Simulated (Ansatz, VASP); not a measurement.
# One calculation of Ta2N, two programs

```
CELL_PARAMETERS angstrom
3.04932 0.00000 0.00000
-1.52466 2.64079 0.00000
0.00000 0.00000 4.77043
ATOMIC_POSITIONS crystal
Ta 0.33333 0.66667 0.25471
Ta 0.66667 0.33333 0.74529
N 0.00000 0.00000 0.00000
```

Alike in both runs: task single point; functional PBEsol; k mesh 10 × 10 × 6; occupations gaussian, width 0.1 eV; no spin polarisation; Hubbard terms Ta d U = 2.0 eV.

```csv
,VASP,Ansatz
version,VASP 6.6.1,Ansatz 0.2.0
potentials or method,"VASP PAW PBE potentials, release 64 (Ta_pv, N)",Ansatz PAW polarizable
plane-wave cutoff (eV),520,420
valence electrons in the cell,27,31
```

Ansatz gave:

```
gap on the k mesh at the Fermi level (eV)                     : none
pressure (GPa)                                                : 5.0
traceless stress, the component that is largest in VASP (GPa) : 0.67
rms of the force components (eV/Å)                            : 0.017
```

Task: What did VASP give for the same quantities?

Result: gap on the k mesh at the Fermi level (eV): none; pressure (GPa): 16.6; traceless stress, the component that is largest in VASP (GPa): 2.11; rms of the force components (eV/Å): 0.198.

VASP's potentials were made for PBE, not for PBEsol. The programs project onto different local orbitals, so the same U acts differently, and such runs can settle in different states. Atom by atom the forces differ by 0.180 eV/Å (rms over components). A gap of «none» marks a metal or a gap that the smearing closes. VASP's potentials hold 27 valence electrons a cell and Ansatz's 31, so a difference there can come from the potentials and not from the codes.

Neither program's run includes spin-orbit coupling.
